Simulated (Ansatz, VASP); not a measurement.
**Two plane-wave programs on GaAs**

File INCAR:

```
SYSTEM = GaAs
ALGO = Normal
EDIFF = 1E-7
EDIFFG = -0.01
ENCUT = 600
GGA = PE
IBRION = 2
ISIF = 3
ISMEAR = 0
LASPH = .True.
LCHARG = .False.
LREAL = .False.
LWAVE = .False.
NELM = 60
NSW = 100
PREC = Accurate
SIGMA = 0.02
```

File KPOINTS:

```
k-points
0
Gamma
  12 12 12
  0 0 0
```

POSCAR

```
GaAs
1.0
    0.0000000000      2.8268499400      2.8268499400
    2.8268499400      0.0000000000      2.8268499400
    2.8268499400      2.8268499400      0.0000000000
Ga As
1 1
Direct
    0.0000000000      0.0000000000      0.0000000000
    0.2500000000      0.2500000000      0.2500000000
```

Input for Ansatz:

```yaml
crystal:
  lattice:
    - [0.0, 2.82684994, 2.82684994]
    - [2.82684994, 0.0, 2.82684994]
    - [2.82684994, 2.82684994, 0.0]
  atoms:
    - { symbol: Ga, position: [0.0, 0.0, 0.0] }
    - { symbol: As, position: [0.25, 0.25, 0.25] }
basis:
  ecutwfc: 420
kpoints:
  mp_grid: { grid: [12, 12, 12] }
hamiltonian:
  xc: pbe
scf:
  occupations: { method: gaussian, width: 0.02 }
output:
  forces: true
  stress: true
  eigenvalues: true
relax:
  adjacent_minimum: "off"
  f_tol: 0.01
  max_steps: 80
  cell: { stress_tol: 0.05 }
```

Alike in both runs: task relaxation of cell and atoms; functional PBE; k mesh 12 × 12 × 12; occupations gaussian, width 0.02 eV; no spin polarisation.

|  | VASP | Ansatz |
| --- | --- | --- |
| version | VASP 6.6.1 | Ansatz 0.2.0 |
| potentials or method | VASP PAW PBE potentials, release 64 (Ga_d, As), cutoff 600 eV | scalar-relativistic, plane waves, PAW |
| valence electrons in the cell | 18 | 28 |

|  | VASP | Ansatz | Ansatz less VASP |
| --- | --- | --- | --- |
| gap on the k mesh at the Fermi level, each at its own relaxed structure (eV) | 0.15 | 0.16 | +0.015 |
| relaxed volume (Å³/atom) | 23.77 | 23.71 | -0.059 |
| relaxed cell length with the largest relative difference (Å) | 4.066 | 4.063 | -0.0034 |

VASP's potentials hold 18 valence electrons a cell and Ansatz's 28, so a difference there can come from the potentials and not from the codes.
